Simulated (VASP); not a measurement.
Here is a VASP 6.6.1 calculation.

File POSCAR:

```
CuI
1.0
    3.6698813371     -3.6481744473      0.0000000000
    3.6698813371      3.6481744473      0.0000000000
    0.0000000000      0.0000000000      4.2339836042
Cu I
2 2
Direct
    0.4204388300      0.5795611700      0.7500000000
    0.5795611700      0.4204388300      0.2500000000
    0.7700426800      0.2299573200      0.7500000000
    0.2299573200      0.7700426800      0.2500000000
```

The input INCAR.step1:

```
ALGO = Normal
EDIFF = 1E-4
ENCUT = 520
GGA = PE
ISMEAR = 0
LASPH = T
LCHARG = F
LREAL = F
LWAVE = T
NBANDS = 26
NELM = 60
PREC = Accurate
SIGMA = 0.01
```

INCAR.step2

```
ALGO = Normal
EDIFF = 1E-7
ENCUT = 520
ISIF = 2
ISMEAR = 0
ISTART = 1
LASPH = T
LCHARG = F
LMIXTAU = T
LREAL = F
LWAVE = F
METAGGA = R2SCAN
NBANDS = 26
NELM = 60
PREC = Accurate
SIGMA = 0.01
```

KPOINTS

```
k-points
0
Gamma
  4 4 6
```

Potentials or basis: VASP PAW PBE potentials, release 64 (Cu, I).

The run is started by

```sh
$ cat potpaw_PBE.64/Cu/POTCAR potpaw_PBE.64/I/POTCAR > POTCAR
$ cp INCAR.step1 INCAR
$ mpirun -np 1 vasp_std > vasp.out
$ cp INCAR.step2 INCAR
$ mpirun -np 1 vasp_std > vasp.out
```

Predict the largest force.

0.449 eV/Å.

Estimate the pressure.

2.5 GPa.

Stress tensor (GPa, compression positive):
```
0.60 0.00 0.00
0.00 3.27 0.00
0.00 0.00 3.65
```

Caveat: the PAW data sets were made with another functional, which shifts forces and pressure a little.
